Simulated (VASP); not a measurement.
Set up this calculation in VASP 6.6.1, as the native input.

- Task: single point
- Functional: LDA
- Potentials or basis: VASP PAW LDA potentials, release 64 (Ga_d, N_h)
- Cutoff: 1330 eV
- k mesh: 8 × 8 × 4
- Occupations: gaussian, width 0.01 eV
- Spin: no spin polarisation
- Dipole correction: no
- Further INCAR settings: ALGO = Normal; EDIFF = 1e-06; NBANDS = 26

The structure of GaN lies in POSCAR:

```
GaN
1.0
    3.1622520369      0.0000000000      0.0000000000
   -1.5811260184      2.7385905971      0.0000000000
    0.0000000000      0.0000000000      5.1550860067
Ga N
2 2
Direct
    0.3333333333      0.6666666667     -0.0007252486
    0.6666666667      0.3333333333      0.4992747514
    0.3333333333      0.6666666667      0.3757252486
    0.6666666667      0.3333333333      0.8757252486
```

These files were run (other wordings do the same):

INCAR

```
PREC = Accurate ; ENCUT = 1330
EDIFF = 1E-6 ; ISMEAR = 0
SIGMA = 0.01 ; LREAL = False
LASPH = True ; NELM = 120
ALGO = Normal ; ISIF = 2
LWAVE = False ; LCHARG = True
GGA = CA ; LELF = True
LVHAR = True ; NBANDS = 26
GGA_COMPAT = False
```

KPOINTS

```
regular mesh
0
Gamma
  8 8 4
```

Potentials or basis: VASP PAW LDA potentials, release 64 (Ga_d, N_h).

The run is started by

```sh
$ cat potpaw_LDA.64/Ga_d/POTCAR potpaw_LDA.64/N_h/POTCAR > POTCAR
$ mpirun -np 1 vasp_std > vasp.out
```

Results of the run:

```yaml
Pressure: -0.7 GPa
Band_gap_on_the_k_mesh: 2.08 eV
```

Run time: 120 s on 1 thread of AMD EPYC 7R43 64-Core Processor (Zen 3) (shared host), peak memory 0.3 GiB.
